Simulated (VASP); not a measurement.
Runs of VASP 6.6.1 on Si. The structure is that of space group P2/m (No. 10), or close to it. The cells are those of the table. 

| cell | gap on the mesh (eV) | pressure (GPa) | largest force (eV/Å) |
| --- | --- | --- | --- |
| a = 2.608, b = 2.471, c = 9.070 Å, angles 90.0, 85.1, 90.0°, 4 atoms | none | (a) | 0.96 |
| a = 2.608, b = 2.471, c = 9.040 Å, angles 90.0, 88.3, 90.0°, 4 atoms | none | 0.4 | 0.17 |
| a = 2.608, b = 2.471, c = 9.051 Å, angles 90.0, 86.7, 90.0°, 4 atoms | none | 1.2 | 0.51 |
| a = 2.608, b = 2.471, c = 9.096 Å, angles 90.0, 83.4, 90.0°, 4 atoms | none | 3.1 | 1.35 |

Alike in all rows: task single point; level LDA; potentials or basis VASP PAW LDA potentials, release 64 (Si); no spin polarisation; k mesh 22 × 24 × 7; cutoff (eV) 520; smearing gaussian 0.15 eV.

**Question.** Estimate the missing entries.

**Answer.** (a) 2.3.

Caveats: the cell stands under pressure (at least some runs); forces of over 1 eV/Å act on the atoms, so gaps and moduli don't describe the material at rest (at least some runs).

A gap of «none» marks levels without a gap at the run's occupations.
